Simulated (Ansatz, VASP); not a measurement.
## Two plane-wave programs on Fe

```
CELL_PARAMETERS angstrom
-1.45256 1.45256 1.45256
1.45256 -1.45256 1.45256
1.45256 1.45256 -1.45256
ATOMIC_POSITIONS crystal
Fe 0.00000 0.00000 0.00000
```

Alike in both runs: task single point; functional HSE06; k mesh 8 × 8 × 8; occupations fermi-dirac, width 0.05 eV; collinear spin.

```csv
,VASP,Ansatz
version,VASP 6.6.1,Ansatz 0.2.0
potentials or method,"VASP PAW PBE potentials, release 64 (Fe)",Ansatz PAW
plane-wave cutoff (eV),520,420
valence electrons in the cell,8,16
```

|  | VASP | Ansatz | Ansatz less VASP |
| --- | --- | --- | --- |
| gap on the k mesh at the Fermi level (eV) | none | none | - |
| pressure (GPa) | -0.6 | -0.8 | -0.27 |
| net moment per atom (μB) | 2.78 | 2.79 | +0.001 |
| size of the moment on the site where the two differ most (μB) | 2.87 | 3.03 | +0.155 |

Site moments also hang on the region over which each program counts them. A gap of «none» marks a metal or a gap that the smearing closes. VASP's potentials hold 8 valence electrons a cell and Ansatz's 16, so a difference there can come from the potentials and not from the codes.

The k mesh is coarse, so the values compare programs but aren't converged. Noted on Ansatz's run: the magnetic or orbital state may not be the lowest.
